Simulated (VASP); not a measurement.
# Al in VASP: notebook

The runs below take Al through single point, with PBE.

Everything below comes from runs of VASP 6.6.1. Logs are shortened: lines on timing, memory, paths and dates and some standing lists are left out, and cuts for length are marked.

### Step 1. The cell of the first run

The cell holds a slab with vacuum, 4 atoms: a = 2.857 Å, b = 4.041 Å, c = 20.286 Å, α = 90.00°, β = 90.00°, γ = 90.00°.

### Step 2. Single point, PBE

Input file INCAR:

```
SYSTEM = Al
PREC = Accurate
ENCUT = 520
EDIFF = 1E-6
ISMEAR = -1
SIGMA = 0.08
LREAL = .False.
LASPH = .True.
NELM = 100
ALGO = Normal
ISIF = 2
LWAVE = .False.
LCHARG = .False.
LDIPOL = .True.
IDIPOL = 3
DIPOL = 0.5 0.5 0.500
GGA = PE
NBANDS = 14
```

Input file KPOINTS:

```
Automatic mesh
0
Gamma
  13 9 1
  0 0 0
```

Input file POSCAR:

```
Al
1.0
    2.8574853682      0.0000000000      0.0000000000
    0.0000000000      4.0410945620      0.0000000000
    0.0000000000      0.0000000000     20.2862000000
Al
4
Direct
    0.2500000000      0.2500000000      0.3943560634
    0.7500000000      0.7500000000      0.4647853542
    0.2500000000      0.2500000000      0.5352146454
    0.7500000000      0.7500000000      0.6056439366
```

Potentials or basis: VASP PAW PBE potentials, release 64 (Al).

Command:

```
$ cat potpaw_PBE.64/Al/POTCAR > POTCAR
$ mpirun -np 1 vasp_std > vasp.out
```

OUTCAR:

```text
SYSTEM = Al
   PREC = Accurate
   ENCUT = 520
   EDIFF = 1E-6
   ISMEAR = -1
   LREAL = .False.
   LASPH = .True.
   NELM = 100
   ISIF = 2
   GGA = PE

 ion  position               nearest neighbor table
   1  0.250  0.250  0.394-   2 2.86   2 2.86   2 2.86   2 2.86   3 2.86
   2  0.750  0.750  0.465-   1 2.86   1 2.86   1 2.86   1 2.86   3 2.86   3 2.86   3 2.86   3 2.86
                             4 2.86
   3  0.250  0.250  0.535-   1 2.86   2 2.86   4 2.86   2 2.86   4 2.86   2 2.86   4 2.86   2 2.86
                             4 2.86
   4  0.750  0.750  0.606-   3 2.86   3 2.86   3 2.86   3 2.86   2 2.86

  LATTYP: Found a simple orthorhombic cell.
 ALAT       =     2.8574853682
 B/A-ratio  =     1.4142135624
 C/A-ratio  =     7.0993189417

  Lattice vectors:

 A1 = (   2.8574853682,   0.0000000000,   0.0000000000)
 A2 = (   0.0000000000,   4.0410945620,   0.0000000000)
 A3 = (   0.0000000000,   0.0000000000,  20.2862000000)

Analysis of symmetry for initial positions (statically):
=====================================================================
 Subroutine PRICEL returns:
 Original cell was already a primitive cell.

 Routine SETGRP: Setting up the symmetry group for a
 simple orthorhombic supercell.

 Subroutine GETGRP returns: Found  8 space group operations
 (whereof  2 operations were pure point group operations)
 out of a pool of  8 trial point group operations.

The static configuration has the point symmetry S_2 .
 The point group associated with its full space group is D_2h.

Analysis of symmetry for dynamics (positions and initial velocities):
=====================================================================
 Subroutine PRICEL returns:
 Original cell was already a primitive cell.

 Routine SETGRP: Setting up the symmetry group for a
 simple orthorhombic supercell.

 Subroutine GETGRP returns: Found  8 space group operations
 (whereof  2 operations were pure point group operations)
 out of a pool of  8 trial point group operations.

The dynamic configuration has the point symmetry S_2 .
 The point group associated with its full space group is D_2h.

 Subroutine INISYM returns: Found  8 space group operations
 (whereof  2 operations are pure point group operations),
 and found     1 'primitive' translations

----------------------------------------------------------------------------------------

                                     Primitive cell

  volume of cell :     234.2522

  direct lattice vectors                    reciprocal lattice vectors
     2.857485368  0.000000000  0.000000000     0.349958047  0.000000000  0.000000000
     0.000000000  4.041094562  0.000000000     0.000000000  0.247457708  0.000000000
     0.000000000  0.000000000 20.286200000     0.000000000  0.000000000  0.049294594

  length of vectors
     2.857485368  4.041094562 20.286200000     0.349958047  0.247457708  0.049294594

  position of ions in fractional coordinates (direct lattice)
     0.250000000  0.250000000  0.394356063
     0.750000000  0.750000000  0.464785354
     0.250000000  0.250000000  0.535214645
     0.750000000  0.750000000  0.605643937

  ion indices of the primitive-cell ions
   primitive index   ion index
                 1           1
                 2           2
                 3           3
                 4           4

----------------------------------------------------------------------------------------

 KPOINTS: Automatic mesh

Automatic generation of k-mesh.
 Grid dimensions read from file:
 generate k-points for:   13    9    1

 Generating k-lattice:

  Cartesian coordinates                     Fractional coordinates (reciprocal lattice)
     0.026919850  0.000000000  0.000000000     0.076923077  0.000000000  0.000000000
     0.000000000  0.027495301  0.000000000     0.000000000  0.111111111  0.000000000
     0.000000000  0.000000000  0.049294594     0.000000000  0.000000000  1.000000000

  Length of vectors
     0.026919850  0.027495301  0.049294594

  Shift w.r.t. Gamma in fractional coordinates (k-lattice)
     0.000000000  0.000000000  0.000000000

 Subroutine IBZKPT returns following result:
 ===========================================

 Found     35 irreducible k-points:

 Following reciprocal coordinates:
            Coordinates               Weight
  0.000000  0.000000  0.000000      1.000000
  0.076923  0.000000  0.000000      2.000000
  0.153846  0.000000  0.000000      2.000000
  0.230769  0.000000  0.000000      2.000000
  0.307692  0.000000  0.000000      2.000000
  0.384615  0.000000  0.000000      2.000000
[... 16 lines left out ...]
  0.076923  0.333333  0.000000      4.000000
  0.153846  0.333333  0.000000      4.000000
 [... further k-points ...]
   k-points           NKPTS =     35   k-points in BZ     NKDIM =     35   number of bands    NBANDS=     14
   number of dos      NEDOS =    301   number of ions     NIONS =      4
   total plane-waves  NPLWV = 115200
   dimension x,y,z NGX =    24 NGY =   30 NGZ =  160
   dimension x,y,z NGXF=    48 NGYF=   60 NGZF=  320
   ions per type =               4
   NGX,Y,Z   is equivalent  to a cutoff of  13.96, 12.34, 13.11 a.u.
   NGXF,Y,Z  is equivalent  to a cutoff of  27.93, 24.68, 26.22 a.u.
 SYSTEM =  Al
   PREC   = accura    normal or accurate (medium, high low for compatibility)
   ISTART =      0    job   : 0-new  1-cont  2-samecut
   ICHARG =      2    charge: 1-file 2-atom 10-const
   ISPIN  =      1    spin polarized calculation?
   LNONCOLLINEAR =      F non collinear calculations
   LSORBIT =      F    spin-orbit coupling
   LASPH  =      T    aspherical Exc in radial PAW
   ENCUT  =  520.0 eV  38.22 Ry    6.18 a.u.   5.31  7.51 37.72*2*pi/ulx,y,z
   NELM   =    100;   NELMIN=  2; NELMDL= -5     # of ELM steps
   EDIFF  = 0.1E-05   stopping-criterion for ELM
   LREAL  =      F    real-space projection
   EDIFFG = 0.1E-04   stopping-criterion for IOM
   NSW    =      0    number of steps for IOM
   IBRION =     -1    ionic relax: 0-MD 1-quasi-New 2-CG
   NFREE  =      0    steps in history (QN), initial steepest desc. (CG)
   ISIF   =      2    stress and relaxation
   ISYM   =      2    0-nonsym 1-usesym 2-fastsym
   POTIM  = 0.5000    time-step for ionic-motion
   TEBEG  =    0.0;   TEEND  =   0.0 temperature during run
   PSTRESS=    0.0 pullay stress
   NELECT =      12.0000    total number of electrons
   NUPDOWN=      -1.0000    fix difference up-down
   EMIN   =  10.00;   EMAX   =-10.00  energy-range for DOS
   EFERMI =   0.00;   METHOD = LEGACY
   ISMEAR =    -1;   SIGMA  =   0.08  broadening in eV -4-tet -1-fermi 0-gaus
   EFERMI_NEDOS =   21; number of points for ismear=-14 and -15
   IALGO  =     38    algorithm
   IMIX   =      4    mixing-type and parameters
     AMIX     =   0.40;   BMIX     =  1.00
     AMIX_MAG =   1.60;   BMIX_MAG =  1.00
  volume/ion in A,a.u.               =      58.56       395.20
  Fermi-wavevector in a.u.,A,eV,Ry     =   0.608005  1.148963  5.029671  0.369670
  Thomas-Fermi vector in A             =   1.662676
   LORBIT       =      0    0 simple, 1 ext, 2 COOP (PROOUT), +10 PAW based schemes
   GGA     = PE    functional components
   LHFCALC =     F    Hartree Fock is set to
   AEXX    =    0.0000 exact exchange contribution
   IVDW    =     0    specifies the selected vdW correction
   LEPSILON=     F    determine dielectric tensor
   LRPA    =     F    only Hartree local field effects (RPA)
 non-spin polarized calculation
  energy-cutoff  :      520.00
  volume of cell :      234.25
 maximum number of plane-waves:      6352
 NGX is ok and might be reduce to    24
   NGX = 11   NGY = 15   NGZ = 75

 number of electron      12.0000000 magnetization

 dipolmoment           0.000000      0.000000      0.000000 electrons x Angstroem

 Free energy of the ion-electron system (eV)
  ---------------------------------------------------
  ext. energy  EPLUGINS =         0.00000000
  ---------------------------------------------------
  free energy    TOTEN  =       -13.67688354 eV

  energy without entropy =      -13.65148904  energy(sigma->0) =      -13.66418629

 E-fermi :  -0.6290     XC(G=0):  -3.9057

 val. band max:       -0.7202120132   @ k =   0.3846   0.4444   0.0000
 cond. band min:      -0.6125632846   @ k =   0.3077   0.4444   0.0000
 fundamental gap:      0.1076487286
 Fermi energy:        -0.6290033421

 k-point     1 :       0.0000    0.0000    0.0000
  band No.  band energies     occupation
      1     -10.8489      2.00000
      2      -8.3617      2.00000
      3      -5.1402      2.00000
      4      -2.7064      2.00000
      5      -2.1015      2.00000
      6      -1.1682      1.99764
      7      -0.3220      0.04219
      8       0.7002      0.00000
      9       1.6824      0.00000
     10       3.0360      0.00000
     11       3.0801      0.00000
     12       3.4229      0.00000
     13       4.7508      0.00000
     14       4.9405      0.00000

 k-point     2 :       0.0769    0.0000    0.0000
  band No.  band energies     occupation
      1     -10.7420      2.00000
      2      -8.2559      2.00000
      3      -5.0358      2.00000
      4      -2.6083      2.00000
      5      -2.0035      2.00000
      6      -1.0666      1.99162
      7      -0.2238      0.01254
      8       0.8009      0.00000
      9       1.7690      0.00000
     10       3.1140      0.00000
     11       3.1341      0.00000
     12       3.5274      0.00000
     13       3.9142      0.00000
     14       4.8499      0.00000
[... 343 lines left out ...]
      1      -9.7497      2.00000
      2      -7.4004      2.00000
      3      -6.6607      2.00000
      4      -4.7711      2.00000
      5      -3.5431      2.00000
      6      -1.8359      2.00000
      7       0.2304      0.00004
      8       1.5390      0.00000
      9       3.1445      0.00000
     10       4.1018      0.00000
     11       4.5979      0.00000
     12       4.6390      0.00000
     13       4.9053      0.00000
     14       5.3526      0.00000

 k-point    24 :       0.1538    0.3333    0.0000
  band No.  band energies     occupation
      1      -9.4319      2.00000
      2      -7.0860      2.00000
      3      -6.3487      2.00000
      4      -4.4572      2.00000
      5      -3.2413      2.00000
      6      -1.5410      1.99998
      7       0.5203      0.00000
      8       1.8176      0.00000
      9       2.4943      0.00000
     10       3.4013      0.00000
     11       4.6615      0.00000
     12       4.7465      0.00000
     13       5.0037      0.00000
     14       5.0647      0.00000

 [... further k-points ...]

------------------------ aborting loop because EDIFF is reached ----------------------------------------

 vacuum level on the upper side and lower side of the slab       (xc-potential included)        -0.086        -0.086

  FORCE on cell =-STRESS in cart. coord.  units (eV):
  Direction    XX          YY          ZZ          XY          YZ          ZX
  --------------------------------------------------------------------------------------
  -------------------------------------------------------------------------------------
  Total       -3.4324607     -1.1260247     -0.1552002      0.0000000      0.0000000      0.0000000
  in kB      -23.4764502     -7.7014905     -1.0614977      0.0000000      0.0000000      0.0000000
  external PRESSURE =     -10.7464795 kB  Pullay stress =       0.0000000 kB

 VOLUME and BASIS-vectors are now :
 -----------------------------------------------------------------------------
  energy-cutoff  :      520.00
  volume of cell :      234.25
      direct lattice vectors                 reciprocal lattice vectors
     2.857485368  0.000000000  0.000000000     0.349958047  0.000000000  0.000000000
     0.000000000  4.041094562  0.000000000     0.000000000  0.247457708  0.000000000
     0.000000000  0.000000000 20.286200000     0.000000000  0.000000000  0.049294594

 POSITION                                       TOTAL-FORCE (eV/Angst)
 -----------------------------------------------------------------------------------
      0.71437      1.01027      7.99999         0.000000      0.000000      0.111347
      2.14311      3.03082      9.42873         0.000000     -0.000000     -0.227309
      0.71437      1.01027     10.85747         0.000000     -0.000000      0.227309
      2.14311      3.03082     12.28621         0.000000      0.000000     -0.111347
 -----------------------------------------------------------------------------------
    total drift:                               -0.000000      0.000000      0.000001

  FREE ENERGIE OF THE ION-ELECTRON SYSTEM (eV)
  ---------------------------------------------------
  free  energy   TOTEN  =       -13.6768835382 eV

  energy  without entropy=      -13.6514890442  energy(sigma->0) =      -13.66418629

 vacuum level on the upper side and lower side of the slab         3.436         3.436
```

It took 4 min on 1 thread of Intel Xeon 8259CL, shared host; peak memory 0.35 GiB.

What came out:

| Property | Result |
| --- | --- |
| Free energy | -13.6769 eV |
| Largest force | 0.227 eV/Å |
| Band gap on the k mesh | zero (bands 6 and 7 overlap by 1.11 eV) |

Forces in eV/Å, atoms in the order of the input:
```
Al   0.000  0.000  0.111
Al   0.000  0.000 -0.227
Al   0.000  0.000  0.227
Al   0.000  0.000 -0.111
```

Levels at points of the mesh, in eV from the Fermi level:
| k point | band 2 | band 3 | band 4 | band 5 | band 6 | band 7 | band 8 | band 9 | band 10 | band 11 |
| --- | --- | --- | --- | --- | --- | --- | --- | --- | --- | --- |
| (0.00, 0.00, 0.00) | -7.73 | -4.51 | -2.08 | -1.47 | -0.54 | 0.31 | 1.33 | 2.31 | 3.67 | 3.71 |

### Step 3. Single point, PBE

Input file INCAR:

```
SYSTEM = Al
PREC = Accurate
ENCUT = 520
EDIFF = 1E-7
ISMEAR = -1
SIGMA = 0.08
LREAL = .FALSE.
LASPH = .TRUE.
NELM = 100
ALGO = Normal
ISIF = 2
LWAVE = .FALSE.
LCHARG = .FALSE.
LDIPOL = .TRUE.
IDIPOL = 3
DIPOL = 0.5 0.5 0.500
GGA = PE
NBANDS = 14
```

Input file KPOINTS:

```
Automatic mesh
0
G
  13 9 1
  0 0 0
```

Input file POSCAR:

```
Al
1.0
    2.8574853682      0.0000000000      0.0000000000
    0.0000000000      4.0410945620      0.0000000000
    0.0000000000      0.0000000000     20.2862000000
Al
4
Direct
    0.2500000000      0.2500000000      0.3959936579
    0.7500000000      0.7500000000      0.4622825559
    0.2500000000      0.2500000000      0.5377174427
    0.7500000000      0.7500000000      0.6040063431
```

Potentials or basis: VASP PAW PBE potentials, release 64 (Al).

Command:

```
$ cat potpaw_PBE.64/Al/POTCAR > POTCAR
$ mpirun -np 1 vasp_std > vasp.out
```

Wall time 3.9 min (1 thread of Intel Xeon 8259CL, shared host); peak memory 0.35 GiB.

It converged, with:

```yaml
Free_energy: -13.6921 eV
Band_gap_on_the_k_mesh: zero (bands 6 and 7 overlap by 1.25 eV)
```

Forces in eV/Å, atoms in the order of the input:
```
Al   0.000  0.000  0.003
Al   0.000  0.000 -0.001
Al   0.000  0.000  0.001
Al   0.000  0.000 -0.003
```

Levels at points of the mesh, in eV from the Fermi level:
```csv
k point,band 4,band 5,band 6,band 7,band 8,band 9
"(0.00, 0.00, 0.00)",-2.04,-1.36,-0.49,0.18,1.36,2.35
```
